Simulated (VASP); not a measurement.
# Si (Imma) in VASP: single point with PBE

Aim: the single point of Si with PBE.

All numbers are computed with VASP 6.6.1; they aren't measurements. Logs are shortened: lines on timing, memory, paths and dates and some standing lists are left out, and cuts for length are marked.

## Step 1: The cell of the first run

Symmetry: Imma, No. 74, orthorhombic system. Conventional cell: a = 3.840 Å, b = 3.840 Å, c = 5.430 Å, α = 90.00°, β = 90.00°, γ = 90.00°. Si (site symmetry mm2) has 4 Si at 2.32 to 2.39 Å within 3.1 Å.

## Step 2: Single point, PBE

INCAR reads:

```
PREC = Accurate
ENCUT = 500
EDIFF = 1E-6
ISMEAR = 0
SIGMA = 0.01
LREAL = F
LASPH = T
NELM = 120
ALGO = Normal
ISIF = 2
LWAVE = F
LCHARG = F
GGA = PE
NBANDS = 11
GGA_COMPAT = F
```

KPOINTS reads:

```
Automatic mesh
0
Gamma
  4 4 4
```

POSCAR reads:

```
Si
1.0
    0.0000000000      2.7150000000      2.7150000000
    2.7150000000      0.0000000000      2.7150000000
    2.7150000000      2.7150000000      0.0000000000
Si
2
Direct
    0.1194751381      0.1305248619      0.1305248619
    0.8805248619      0.8694751381      0.8694751381
```

Potentials or basis: VASP PAW PBE potentials, release 64 (Si).

Command:

```bash
cat potpaw_PBE.64/Si/POTCAR > POTCAR
mpirun -np 1 vasp_std > vasp.out
```

OUTCAR:

```text
PREC = Accurate
   ENCUT = 500
   EDIFF = 1E-6
   ISMEAR = 0
   LREAL = F
   LASPH = T
   NELM = 120
   ISIF = 2
   GGA = PE

 ion  position               nearest neighbor table
   1  0.119  0.131  0.131-   2 2.32   2 2.32   2 2.39   2 2.39
   2  0.881  0.869  0.869-   1 2.32   1 2.32   1 2.39   1 2.39

  LATTYP: Found a face centered cubic cell.
 ALAT       =     5.4300000000

  Lattice vectors:

 A1 = (   0.0000000000,   2.7150000000,   2.7150000000)
 A2 = (   2.7150000000,   0.0000000000,   2.7150000000)
 A3 = (   2.7150000000,   2.7150000000,   0.0000000000)

Analysis of symmetry for initial positions (statically):
=====================================================================
 Subroutine PRICEL returns:
 Original cell was already a primitive cell.

 Routine SETGRP: Setting up the symmetry group for a
 face centered cubic supercell.

 Subroutine GETGRP returns: Found  8 space group operations
 (whereof  4 operations were pure point group operations)
 out of a pool of 48 trial point group operations.

The static configuration has the point symmetry C_2h.
 The point group associated with its full space group is D_2h.

Analysis of symmetry for dynamics (positions and initial velocities):
=====================================================================
 Subroutine PRICEL returns:
 Original cell was already a primitive cell.

 Routine SETGRP: Setting up the symmetry group for a
 face centered cubic supercell.

 Subroutine GETGRP returns: Found  8 space group operations
 (whereof  4 operations were pure point group operations)
 out of a pool of 48 trial point group operations.

The dynamic configuration has the point symmetry C_2h.
 The point group associated with its full space group is D_2h.

 Subroutine INISYM returns: Found  8 space group operations
 (whereof  4 operations are pure point group operations),
 and found     1 'primitive' translations

----------------------------------------------------------------------------------------

                                     Primitive cell

  volume of cell :      40.0258

  direct lattice vectors                    reciprocal lattice vectors
     0.000000000  2.715000000  2.715000000    -0.184162063  0.184162063  0.184162063
     2.715000000  0.000000000  2.715000000     0.184162063 -0.184162063  0.184162063
     2.715000000  2.715000000  0.000000000     0.184162063  0.184162063 -0.184162063

  length of vectors
     3.839589822  3.839589822  3.839589822     0.318978049  0.318978049  0.318978049

  position of ions in fractional coordinates (direct lattice)
     0.119475138  0.130524862  0.130524862
     0.880524862  0.869475138  0.869475138

  ion indices of the primitive-cell ions
   primitive index   ion index
                 1           1
                 2           2

----------------------------------------------------------------------------------------

 KPOINTS: Automatic mesh

Automatic generation of k-mesh.
 Grid dimensions read from file:
 generate k-points for:    4    4    4

 Generating k-lattice:

  Cartesian coordinates                     Fractional coordinates (reciprocal lattice)
    -0.046040516  0.046040516  0.046040516     0.250000000  0.000000000  0.000000000
     0.046040516 -0.046040516  0.046040516     0.000000000  0.250000000  0.000000000
     0.046040516  0.046040516 -0.046040516     0.000000000  0.000000000  0.250000000

  Length of vectors
     0.079744512  0.079744512  0.079744512

  Shift w.r.t. Gamma in fractional coordinates (k-lattice)
     0.000000000  0.000000000  0.000000000

 Subroutine IBZKPT returns following result:
 ===========================================

 Found     18 irreducible k-points:

 Following reciprocal coordinates:
            Coordinates               Weight
  0.000000  0.000000  0.000000      1.000000
  0.250000  0.000000  0.000000      4.000000
  0.000000  0.250000  0.000000      4.000000
  0.500000  0.000000  0.000000      2.000000
  0.000000  0.500000  0.000000      2.000000
  0.250000  0.250000  0.000000      4.000000
[... 10 lines left out ...]
 -0.250000  0.500000  0.250000      4.000000
  0.500000  0.250000 -0.250000      2.000000
   k-points           NKPTS =     18   k-points in BZ     NKDIM =     18   number of bands    NBANDS=     11
   number of dos      NEDOS =    301   number of ions     NIONS =      2
   total plane-waves  NPLWV =  21952
   dimension x,y,z NGX =    28 NGY =   28 NGZ =   28
   dimension x,y,z NGXF=    56 NGYF=   56 NGZF=   56
   ions per type =               2
   NGX,Y,Z   is equivalent  to a cutoff of  12.12, 12.12, 12.12 a.u.
   NGXF,Y,Z  is equivalent  to a cutoff of  24.25, 24.25, 24.25 a.u.
 SYSTEM =  unknown system
   PREC   = accura    normal or accurate (medium, high low for compatibility)
   ISTART =      0    job   : 0-new  1-cont  2-samecut
   ICHARG =      2    charge: 1-file 2-atom 10-const
   ISPIN  =      1    spin polarized calculation?
   LNONCOLLINEAR =      F non collinear calculations
   LSORBIT =      F    spin-orbit coupling
   LASPH  =      T    aspherical Exc in radial PAW
   ENCUT  =  500.0 eV  36.75 Ry    6.06 a.u.   7.00  7.00  7.00*2*pi/ulx,y,z
   NELM   =    120;   NELMIN=  2; NELMDL= -5     # of ELM steps
   EDIFF  = 0.1E-05   stopping-criterion for ELM
   LREAL  =      F    real-space projection
   EDIFFG = 0.1E-04   stopping-criterion for IOM
   NSW    =      0    number of steps for IOM
   IBRION =     -1    ionic relax: 0-MD 1-quasi-New 2-CG
   NFREE  =      0    steps in history (QN), initial steepest desc. (CG)
   ISIF   =      2    stress and relaxation
   ISYM   =      2    0-nonsym 1-usesym 2-fastsym
   POTIM  = 0.5000    time-step for ionic-motion
   TEBEG  =    0.0;   TEEND  =   0.0 temperature during run
   PSTRESS=    0.0 pullay stress
   NELECT =       8.0000    total number of electrons
   NUPDOWN=      -1.0000    fix difference up-down
   EMIN   =  10.00;   EMAX   =-10.00  energy-range for DOS
   EFERMI =   0.00;   METHOD = LEGACY
   ISMEAR =     0;   SIGMA  =   0.01  broadening in eV -4-tet -1-fermi 0-gaus
   EFERMI_NEDOS =   21; number of points for ismear=-14 and -15
   IALGO  =     38    algorithm
   IMIX   =      4    mixing-type and parameters
     AMIX     =   0.40;   BMIX     =  1.00
     AMIX_MAG =   1.60;   BMIX_MAG =  1.00
  volume/ion in A,a.u.               =      20.01       135.05
  Fermi-wavevector in a.u.,A,eV,Ry     =   0.957176  1.808800 12.465458  0.916185
  Thomas-Fermi vector in A             =   2.086170
   LORBIT       =      0    0 simple, 1 ext, 2 COOP (PROOUT), +10 PAW based schemes
   GGA     = PE    functional components
   LHFCALC =     F    Hartree Fock is set to
   AEXX    =    0.0000 exact exchange contribution
   IVDW    =     0    specifies the selected vdW correction
   LEPSILON=     F    determine dielectric tensor
   LRPA    =     F    only Hartree local field effects (RPA)
 non-spin polarized calculation
 Gauss-broadening in eV      SIGMA  =   0.01
  energy-cutoff  :      500.00
  volume of cell :       40.03
 maximum number of plane-waves:      1036
   NGX = 13   NGY = 13   NGZ = 13

 number of electron       8.0000000 magnetization

 Free energy of the ion-electron system (eV)
  ---------------------------------------------------
  ext. energy  EPLUGINS =         0.00000000
  ---------------------------------------------------
  free energy    TOTEN  =       -10.63129382 eV

  energy without entropy =      -10.63129382  energy(sigma->0) =      -10.63129382

 E-fermi :   6.2516     XC(G=0):  -9.3847

 val. band max:        6.1641054946   @ k =   0.0000   0.0000   0.0000
 cond. band min:       6.4194023661   @ k =   0.0000   0.5000   0.5000
 fundamental gap:      0.2552968716
 Fermi energy:         6.2516075538

 k-point     1 :       0.0000    0.0000    0.0000
  band No.  band energies     occupation
      1      -6.0990      2.00000
      2       5.5844      2.00000
      3       5.8827      2.00000
      4       6.1641      2.00000
      5       8.2492      0.00000
      6       8.4068      0.00000
      7       8.5903      0.00000
      8       9.2505      0.00000
      9      13.5652      0.00000
     10      13.5886      0.00000
     11      13.8218      0.00000

 k-point     2 :       0.2500    0.0000    0.0000
  band No.  band energies     occupation
      1      -5.3086      2.00000
      2       2.0384      2.00000
      3       4.9007      2.00000
      4       5.2276      2.00000
      5       7.8443      0.00000
      6       9.1640      0.00000
      7       9.4829      0.00000
      8      12.8249      0.00000
      9      13.0686      0.00000
     10      13.1950      0.00000
     11      14.8459      0.00000

 k-point     3 :       0.0000    0.2500    0.0000
  band No.  band energies     occupation
      1      -5.2893      2.00000
      2       1.8378      2.00000
      3       5.0127      2.00000
      4       5.3106      2.00000
      5       7.9424      0.00000
      6       9.2480      0.00000
      7       9.5598      0.00000
      8      12.7373      0.00000
      9      12.9343      0.00000
     10      13.0194      0.00000
     11      14.8597      0.00000

 k-point     4 :       0.5000    0.0000    0.0000
  band No.  band energies     occupation
      1      -3.8328      2.00000
      2      -0.9612      2.00000
      3       4.4807      2.00000
      4       4.7991      2.00000
      5       7.3651      0.00000
      6       8.9564      0.00000
      7       9.3150      0.00000
      8      13.5304      0.00000
      9      16.5287      0.00000
     10      16.5553      0.00000
     11      17.0436      0.00000

 k-point     5 :       0.0000    0.5000    0.0000
  band No.  band energies     occupation
      1      -3.6954      2.00000
      2      -1.2519      2.00000
      3       4.5608      2.00000
      4       4.8551      2.00000
      5       7.4432      0.00000
      6       9.0638      0.00000
      7       9.4283      0.00000
      8      13.6336      0.00000
      9      16.2655      0.00000
     10      16.2765      0.00000
     11      17.0113      0.00000
[... 127 lines left out ...]
 k-point    15 :       0.5000    0.5000    0.0000
  band No.  band energies     occupation
      1      -1.9535      2.00000
      2      -1.9535      2.00000
      3       3.0204      2.00000
      4       3.0204      2.00000
      5       6.5589      0.00000
      6       6.5589      0.00000
      7      15.9947      0.00000
      8      15.9947      0.00000
      9      16.7971      0.00000
     10      16.7971      0.00000
     11      18.3992      0.00000

 k-point    16 :       0.0000    0.5000    0.5000
  band No.  band energies     occupation
      1      -2.1363      2.00000
      2      -1.7554      2.00000
      3       2.9063      2.00000
      4       3.1104      2.00000
      5       6.4194      0.00000
      6       6.7089      0.00000
      7      15.9369      0.00000
      8      16.0244      0.00000
      9      16.8286      0.00000
     10      16.8736      0.00000
     11      18.0895      0.00000

 k-point    17 :      -0.2500    0.5000    0.2500
  band No.  band energies     occupation
      1      -1.9301      2.00000
      2      -1.6384      2.00000
      3       1.9218      2.00000
      4       2.0954      2.00000
      5       9.9665      0.00000
      6      10.2794      0.00000
      7      10.8549      0.00000
      8      10.8760      0.00000
      9      16.4340      0.00000
     10      16.4813      0.00000
     11      18.8624      0.00000

 k-point    18 :       0.5000    0.2500   -0.2500
  band No.  band energies     occupation
      1      -1.7894      2.00000
      2      -1.7894      2.00000
      3       2.0149      2.00000
      4       2.0149      2.00000
      5      10.0977      0.00000
      6      10.0977      0.00000
      7      10.8938      0.00000
      8      10.8938      0.00000
      9      16.4356      0.00000
     10      16.4356      0.00000
     11      18.9233      0.00000

------------------------ aborting loop because EDIFF is reached ----------------------------------------

  FORCE on cell =-STRESS in cart. coord.  units (eV):
  Direction    XX          YY          ZZ          XY          YZ          ZX
  --------------------------------------------------------------------------------------
  -------------------------------------------------------------------------------------
  Total        0.6488935      0.7067763      0.7067763      0.0000000     -0.5783560      0.0000000
  in kB       25.9743388     28.2913084     28.2913084      0.0000000    -23.1508188      0.0000000
  external PRESSURE =      27.5189852 kB  Pullay stress =       0.0000000 kB

 VOLUME and BASIS-vectors are now :
 -----------------------------------------------------------------------------
  energy-cutoff  :      500.00
  volume of cell :       40.03
      direct lattice vectors                 reciprocal lattice vectors
     0.000000000  2.715000000  2.715000000    -0.184162063  0.184162063  0.184162063
     2.715000000  0.000000000  2.715000000     0.184162063 -0.184162063  0.184162063
     2.715000000  2.715000000  0.000000000     0.184162063  0.184162063 -0.184162063

 POSITION                                       TOTAL-FORCE (eV/Angst)
 -----------------------------------------------------------------------------------
      0.70875      0.67875      0.67875        -0.842871      0.000000      0.000000
      4.72125      4.75125      4.75125         0.842871     -0.000000     -0.000000
 -----------------------------------------------------------------------------------
    total drift:                                0.000000      0.000000      0.000000

  FREE ENERGIE OF THE ION-ELECTRON SYSTEM (eV)
  ---------------------------------------------------
  free  energy   TOTEN  =       -10.6312938200 eV

  energy  without entropy=      -10.6312938200  energy(sigma->0) =      -10.63129382
```

Run time: 11 s. Hardware: 1 thread of Intel Xeon 8259CL, shared host; peak memory 0.14 GiB.

Results:

- Free energy: -10.6313 eV
- Pressure: 2.8 GPa
- Largest force: 0.843 eV/Å
- Band gap on the k mesh: 0.26 eV, indirect (least direct gap 2.09 eV)

Forces on the atoms (eV/Å):
```
Si  -0.843  0.000  0.000
Si   0.843  0.000  0.000
```

Stress tensor (GPa, compression positive):
```
 2.60  0.00  0.00
 0.00  2.83 -2.32
 0.00 -2.32  2.83
```

Caveat: the k points lie up to 0.50 Å⁻¹ apart.
